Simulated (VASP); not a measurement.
Here is a VASP 6.6.1 calculation.

File INCAR:

```
PREC     = Accurate       # precision mode
ENCUT    = 750            # plane-wave cutoff, eV
EDIFF    = 1E-7           # SCF threshold, eV
ISMEAR   = 0              # smearing method
SIGMA    = 0.1            # smearing width, eV
LREAL    = F              # projectors in reciprocal space
LASPH    = T              # aspherical terms in the spheres
NELM     = 120            # most SCF steps
ALGO     = Normal         # electronic algorithm
ISIF     = 3              # what is computed and relaxed
LWAVE    = F              # write WAVECAR
LCHARG   = F              # write CHGCAR
GGA      = PE             # functional
IBRION   = 2              # ionic algorithm
NSW      = 90             # ionic steps
EDIFFG   = -0.04          # ionic threshold
GGA_COMPAT= F            
NELMIN   = 4
```

File KPOINTS:

```
regular mesh
0
Gamma
  6 6 6
```

The input POSCAR:

```
Li3TlF2
1.0
    3.1751015573      1.8331457388      3.0998401432
   -3.1751015573      1.8331457388      3.0998401432
    0.0000000000     -3.6662914776      3.0998401432
Li Tl F
3 1 2
Direct
    0.5000000000      0.5000000000      0.0000000000
    0.5000000000      0.0000000000      0.5000000000
    0.0000000000      0.5000000000      0.5000000000
    0.0000000000      0.0000000000      0.0000000000
    0.6611654129      0.6611654129      0.6611654129
    0.3388345871      0.3388345871      0.3388345871
```

Potentials or basis: VASP PAW PBE potentials, release 64 (Li_sv, Tl_d, F).

The run is started by

```bash
$ cat potpaw_PBE.64/Li_sv/POTCAR potpaw_PBE.64/Tl_d/POTCAR potpaw_PBE.64/F/POTCAR > POTCAR
$ mpirun -np 1 vasp_std > vasp.out
```

Task: What does it give for the band gap on the k mesh?

Result: Zero (bands 18 and 19 overlap by 0.97 eV).

Final structure:
```
CELL_PARAMETERS angstrom
3.17510 1.83315 3.09984
-3.17510 1.83315 3.09984
0.00000 -3.66629 3.09984
ATOMIC_POSITIONS crystal
Li 0.50000 0.50000 0.00000
Li 0.50000 0.00000 0.50000
Li 0.00000 0.50000 0.50000
Tl 0.00000 0.00000 0.00000
F 0.66117 0.66117 0.66117
F 0.33883 0.33883 0.33883
```

Caveat: the relaxation stopped at its first step, so nothing moved; spin-orbit coupling is left out, which moves the levels of the heavy elements.
